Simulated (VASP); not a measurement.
# Ti (P6/mmm) in VASP: further runs

Runs on Ti. Level: LDA. Tasks: single point, relaxation of cell and atoms.

All numbers are computed with VASP 6.6.1; they aren't measurements. Logs are shortened: lines on timing, memory, paths and dates and some standing lists are left out, and cuts for length are marked.

## Step 1: The cell of the first run

It takes space group P6/mmm (No. 191, hexagonal). Conventional cell: a = 4.451 Å, b = 4.451 Å, c = 2.771 Å, α = 90.00°, β = 90.00°, γ = 120.00°. Within 3.7 Å of Ti (site symmetry 6/mmm) lie 14 Ti at 2.77 to 2.92 Å. Ti (site symmetry -6m2) has 11 Ti at 2.57 to 2.92 Å within 3.4 Å.

This isn't the form of Ti at room conditions, which is hcp.

## Step 2: Single point, LDA

INCAR reads:

```
PREC = Accurate
ENCUT = 520
EDIFF = 1E-6
ISMEAR = 0
SIGMA = 0.1
LREAL = F
LASPH = T
NELM = 60
ALGO = Fast
ISIF = 2
LWAVE = F
LCHARG = T
LELF = T
LVHAR = T
NBANDS = 25
```

KPOINTS reads:

```
Automatic mesh
0
Gamma
  12 12 14
```

POSCAR reads:

```
Ti
1.0
    4.4512748641      0.0000000000      0.0000000000
   -2.2256374320      3.8549171115      0.0000000000
    0.0000000000      0.0000000000      2.7709962993
Ti
3
Direct
    0.0000000000      0.0000000000      0.0000000000
    0.3333333333      0.6666666667      0.5000000000
    0.6666666667      0.3333333333      0.5000000000
```

Potentials or basis: VASP PAW LDA potentials, release 64 (Ti_sv).

Command:

```sh
> cat potpaw_LDA.64/Ti_sv/POTCAR > POTCAR
> mpirun -np 1 vasp_std > vasp.out
```

OUTCAR:

```text
PREC = Accurate
   ENCUT = 520
   EDIFF = 1E-6
   ISMEAR = 0
   LREAL = F
   LASPH = T
   NELM = 60
   ISIF = 2

 ion  position               nearest neighbor table
   1  0.000  0.000  0.000-   2 2.92   3 2.92   2 2.92   3 2.92   2 2.92   2 2.92   3 2.92   3 2.92
                             3 2.92   3 2.92   2 2.92   2 2.92
   2  0.333  0.667  0.500-   3 2.57   3 2.57   3 2.57   1 2.92   1 2.92   1 2.92   1 2.92   1 2.92
                             1 2.92
   3  0.667  0.333  0.500-   2 2.57   2 2.57   2 2.57   1 2.92   1 2.92   1 2.92   1 2.92   1 2.92
                             1 2.92

  LATTYP: Found a hexagonal cell.
 ALAT       =     4.4512748641
 C/A-ratio  =     0.6225174549

  Lattice vectors:

 A1 = (   4.4512748641,   0.0000000000,   0.0000000000)
 A2 = (  -2.2256374320,   3.8549171115,   0.0000000000)
 A3 = (   0.0000000000,   0.0000000000,   2.7709962993)

Analysis of symmetry for initial positions (statically):
=====================================================================
 Subroutine PRICEL returns:
 Original cell was already a primitive cell.

 Routine SETGRP: Setting up the symmetry group for a
 hexagonal supercell.

 Subroutine GETGRP returns: Found 24 space group operations
 (whereof 24 operations were pure point group operations)
 out of a pool of 24 trial point group operations.

The static configuration has the point symmetry D_6h.

Analysis of symmetry for dynamics (positions and initial velocities):
=====================================================================
 Subroutine PRICEL returns:
 Original cell was already a primitive cell.

 Routine SETGRP: Setting up the symmetry group for a
 hexagonal supercell.

 Subroutine GETGRP returns: Found 24 space group operations
 (whereof 24 operations were pure point group operations)
 out of a pool of 24 trial point group operations.

The dynamic configuration has the point symmetry D_6h.

 Subroutine INISYM returns: Found 24 space group operations
 (whereof 24 operations are pure point group operations),
 and found     1 'primitive' translations

----------------------------------------------------------------------------------------

                                     Primitive cell

  volume of cell :      47.5483

  direct lattice vectors                    reciprocal lattice vectors
     4.451274864  0.000000000  0.000000000     0.224654741  0.129704475  0.000000000
    -2.225637432  3.854917111  0.000000000     0.000000000  0.259408950  0.000000000
     0.000000000  0.000000000  2.770996299     0.000000000  0.000000000  0.360881030

  length of vectors
     4.451274864  4.451274864  2.770996299     0.259408950  0.259408950  0.360881030

  position of ions in fractional coordinates (direct lattice)
     0.000000000  0.000000000  0.000000000
     0.333333333  0.666666667  0.500000000
     0.666666667  0.333333333  0.500000000

  ion indices of the primitive-cell ions
   primitive index   ion index
                 1           1
                 2           2
                 3           3

----------------------------------------------------------------------------------------

 KPOINTS: Automatic mesh

Automatic generation of k-mesh.
 Grid dimensions read from file:
 generate k-points for:   12   12   14

 Generating k-lattice:

  Cartesian coordinates                     Fractional coordinates (reciprocal lattice)
     0.018721228  0.010808706  0.000000000     0.083333333  0.000000000  0.000000000
     0.000000000  0.021617412  0.000000000     0.000000000  0.083333333  0.000000000
     0.000000000  0.000000000  0.025777216     0.000000000  0.000000000  0.071428571

  Length of vectors
     0.021617412  0.021617412  0.025777216

  Shift w.r.t. Gamma in fractional coordinates (k-lattice)
     0.000000000  0.000000000  0.000000000

 Subroutine IBZKPT returns following result:
 ===========================================

 Found    152 irreducible k-points:

 Following reciprocal coordinates:
            Coordinates               Weight
  0.000000  0.000000  0.000000      1.000000
  0.083333  0.000000  0.000000      6.000000
  0.166667  0.000000  0.000000      6.000000
  0.250000 -0.000000  0.000000      6.000000
  0.333333  0.000000  0.000000      6.000000
  0.416667  0.000000  0.000000      6.000000
[... 16 lines left out ...]
  0.250000 -0.000000  0.071429     12.000000
  0.333333  0.000000  0.071429     12.000000
 [... further k-points ...]
   k-points           NKPTS =    152   k-points in BZ     NKDIM =    152   number of bands    NBANDS=     25
   number of dos      NEDOS =    301   number of ions     NIONS =      3
   total plane-waves  NPLWV =  31104
   dimension x,y,z NGX =    36 NGY =   36 NGZ =   24
   dimension x,y,z NGXF=    72 NGYF=   72 NGZF=   48
   ions per type =               3
   NGX,Y,Z   is equivalent  to a cutoff of  13.45, 13.45, 14.40 a.u.
   NGXF,Y,Z  is equivalent  to a cutoff of  26.89, 26.89, 28.80 a.u.
 SYSTEM =  unknown system
   PREC   = accura    normal or accurate (medium, high low for compatibility)
   ISTART =      0    job   : 0-new  1-cont  2-samecut
   ICHARG =      2    charge: 1-file 2-atom 10-const
   ISPIN  =      1    spin polarized calculation?
   LNONCOLLINEAR =      F non collinear calculations
   LSORBIT =      F    spin-orbit coupling
   LASPH  =      T    aspherical Exc in radial PAW
   ENCUT  =  520.0 eV  38.22 Ry    6.18 a.u.   8.28  8.28  5.15*2*pi/ulx,y,z
   NELM   =     60;   NELMIN=  2; NELMDL= -5     # of ELM steps
   EDIFF  = 0.1E-05   stopping-criterion for ELM
   LREAL  =      F    real-space projection
   EDIFFG = 0.1E-04   stopping-criterion for IOM
   NSW    =      0    number of steps for IOM
   IBRION =     -1    ionic relax: 0-MD 1-quasi-New 2-CG
   NFREE  =      0    steps in history (QN), initial steepest desc. (CG)
   ISIF   =      2    stress and relaxation
   ISYM   =      2    0-nonsym 1-usesym 2-fastsym
   POTIM  = 0.5000    time-step for ionic-motion
   TEBEG  =    0.0;   TEEND  =   0.0 temperature during run
   PSTRESS=    0.0 pullay stress
   NELECT =      36.0000    total number of electrons
   NUPDOWN=      -1.0000    fix difference up-down
   EMIN   =  10.00;   EMAX   =-10.00  energy-range for DOS
   EFERMI =   0.00;   METHOD = LEGACY
   ISMEAR =     0;   SIGMA  =   0.10  broadening in eV -4-tet -1-fermi 0-gaus
   EFERMI_NEDOS =   21; number of points for ismear=-14 and -15
   IALGO  =     68    algorithm
   IMIX   =      4    mixing-type and parameters
     AMIX     =   0.40;   BMIX     =  1.00
     AMIX_MAG =   1.60;   BMIX_MAG =  1.00
  volume/ion in A,a.u.               =      15.85       106.96
  Fermi-wavevector in a.u.,A,eV,Ry     =   1.492097  2.819655 30.291397  2.226355
  Thomas-Fermi vector in A             =   2.604669
   LORBIT       =      0    0 simple, 1 ext, 2 COOP (PROOUT), +10 PAW based schemes
   GGA     = CA    functional components
   LHFCALC =     F    Hartree Fock is set to
   AEXX    =    0.0000 exact exchange contribution
   IVDW    =     0    specifies the selected vdW correction
   LEPSILON=     F    determine dielectric tensor
   LRPA    =     F    only Hartree local field effects (RPA)
 non-spin polarized calculation
 RMM-DIIS sequential band-by-band and
 Gauss-broadening in eV      SIGMA  =   0.10
  energy-cutoff  :      520.00
  volume of cell :       47.55
 maximum number of plane-waves:      1313
 NGX is ok and might be reduce to    36
   NGX = 17   NGY = 17   NGZ = 11

 number of electron      36.0000005 magnetization

 Free energy of the ion-electron system (eV)
  ---------------------------------------------------
  ext. energy  EPLUGINS =         0.00000000
  ---------------------------------------------------
  free energy    TOTEN  =       -25.72569521 eV

  energy without entropy =      -25.71109515  energy(sigma->0) =      -25.71839518

 E-fermi :   8.9787     XC(G=0): -12.2293

 val. band max:        8.9728210512   @ k =   0.2500   0.2500   0.3571
 cond. band min:       8.9797701261   @ k =   0.0000   0.0000   0.0000
 fundamental gap:      0.0069490749
 Fermi energy:         8.9786795910

 k-point     1 :       0.0000    0.0000    0.0000
  band No.  band energies     occupation
      1     -47.0785      2.00000
      2     -46.8120      2.00000
      3     -46.5916      2.00000
      4     -23.8086      2.00000
      5     -23.8086      2.00000
      6     -23.7517      2.00000
[... 17 lines left out ...]
     24      10.9587      0.00000
     25      10.9605      0.00000

 k-point     2 :       0.0833    0.0000    0.0000
  band No.  band energies     occupation
      1     -47.0764      2.00000
      2     -46.8104      2.00000
      3     -46.5955      2.00000
      4     -23.8601      2.00000
      5     -23.8518      2.00000
      6     -23.6991      2.00000
[... 17 lines left out ...]
     24      10.6782      0.00000
     25      11.2129      0.00000

 k-point     3 :       0.1667    0.0000    0.0000
  band No.  band energies     occupation
      1     -47.0707      2.00000
      2     -46.8054      2.00000
      3     -46.6068      2.00000
      4     -23.9264      2.00000
      5     -23.8871      2.00000
      6     -23.6297      2.00000
[... 17 lines left out ...]
     24      10.6008      0.00000
     25      11.4860      0.00000

 k-point     4 :       0.2500   -0.0000    0.0000
  band No.  band energies     occupation
      1     -47.0630      2.00000
      2     -46.7963      2.00000
      3     -46.6243      2.00000
      4     -23.9842      2.00000
      5     -23.8897      2.00000
      6     -23.5676      2.00000
[... 17 lines left out ...]
     24      10.8860      0.00000
     25      11.7708      0.00000

 k-point     5 :       0.3333    0.0000    0.0000
  band No.  band energies     occupation
      1     -47.0556      2.00000
      2     -46.7833      2.00000
      3     -46.6455      2.00000
      4     -24.0284      2.00000
      5     -23.8589      2.00000
      6     -23.5188      2.00000
[... 17 lines left out ...]
     24      11.2358      0.00000
     25      11.8319      0.00000

 k-point     6 :       0.4167    0.0000    0.0000
  band No.  band energies     occupation
      1     -47.0503      2.00000
      2     -46.7691      2.00000
      3     -46.6655      2.00000
      4     -24.0561      2.00000
      5     -23.8050      2.00000
      6     -23.5525      2.00000
[... 17 lines left out ...]
     24      11.4149      0.00000
     25      11.6183      0.00000
[... 393 lines left out ...]
 k-point    21 :       0.0833    0.0000    0.0714
  band No.  band energies     occupation
      1     -47.0715      2.00000
      2     -46.8079      2.00000
      3     -46.5920      2.00000
      4     -23.8529      2.00000
      5     -23.8449      2.00000
      6     -23.6959      2.00000
[... 17 lines left out ...]
     24      10.6979      0.00000
     25      11.2812      0.00000

 k-point    22 :       0.1667    0.0000    0.0714
  band No.  band energies     occupation
      1     -47.0660      2.00000
      2     -46.8027      2.00000
      3     -46.6033      2.00000
      4     -23.9181      2.00000
      5     -23.8801      2.00000
      6     -23.6282      2.00000
[... 17 lines left out ...]
     24      10.6290      0.00000
     25      11.6063      0.00000

 k-point    23 :       0.2500   -0.0000    0.0714
  band No.  band energies     occupation
      1     -47.0586      2.00000
      2     -46.7933      2.00000
      3     -46.6208      2.00000
      4     -23.9748      2.00000
      5     -23.8835      2.00000
      6     -23.5680      2.00000
[... 17 lines left out ...]
     24      10.8655      0.00000
     25      11.8857      0.00000

 k-point    24 :       0.3333    0.0000    0.0714
  band No.  band energies     occupation
      1     -47.0515      2.00000
      2     -46.7800      2.00000
      3     -46.6420      2.00000
      4     -24.0184      2.00000
      5     -23.8544      2.00000
      6     -23.5209      2.00000
[... 17 lines left out ...]
     24      11.2100      0.00000
     25      12.1479      0.00000

 [... further k-points ...]

------------------------ aborting loop because EDIFF is reached ----------------------------------------

  FORCE on cell =-STRESS in cart. coord.  units (eV):
  Direction    XX          YY          ZZ          XY          YZ          ZX
  --------------------------------------------------------------------------------------
  -------------------------------------------------------------------------------------
  Total       -0.0543126     -0.0543126     -0.0554477     -0.0000000      0.0000000      0.0000000
  in kB       -1.8301039     -1.8301039     -1.8683514     -0.0000000      0.0000000      0.0000000
  external PRESSURE =      -1.8428531 kB  Pullay stress =       0.0000000 kB

 VOLUME and BASIS-vectors are now :
 -----------------------------------------------------------------------------
  energy-cutoff  :      520.00
  volume of cell :       47.55
      direct lattice vectors                 reciprocal lattice vectors
     4.451274864  0.000000000  0.000000000     0.224654741  0.129704475  0.000000000
    -2.225637432  3.854917111  0.000000000     0.000000000  0.259408950  0.000000000
     0.000000000  0.000000000  2.770996299     0.000000000  0.000000000  0.360881030

 POSITION                                       TOTAL-FORCE (eV/Angst)
 -----------------------------------------------------------------------------------
      0.00000      0.00000      0.00000        -0.000000      0.000000     -0.000000
     -0.00000      2.56994      1.38550        -0.000000      0.000000      0.000000
      2.22564      1.28497      1.38550         0.000000      0.000000     -0.000000
 -----------------------------------------------------------------------------------
    total drift:                                0.000000      0.000000     -0.000000

  FREE ENERGIE OF THE ION-ELECTRON SYSTEM (eV)
  ---------------------------------------------------
  free  energy   TOTEN  =       -25.7256952149 eV

  energy  without entropy=      -25.7110951492  energy(sigma->0) =      -25.71839518
```

Run time: 5.4 min. Hardware: 1 thread of AMD EPYC 9R45 (Zen 5), shared host; peak memory 0.22 GiB.

Results:

- Free energy: -25.7257 eV
- Pressure: -0.2 GPa
- Band gap on the k mesh: zero (bands 18 and 19 overlap by 0.39 eV)

Levels at points of the mesh, in eV from the Fermi level:
```
           k point  band 16  band 17  band 18  band 19  band 20  band 21
(0.00, 0.00, 0.00)    -0.70    -0.58    -0.58     0.00     0.72     1.36
(0.50, 0.00, 0.00)    -0.50    -0.49    -0.41     0.02     0.58     1.01
(0.00, 0.00, 0.50)    -1.80    -1.80    -1.66     1.13     1.13     1.34
(0.50, 0.00, 0.50)    -1.32    -0.71    -0.65     0.31     0.83     1.14
```

[end of part 1 of 2]
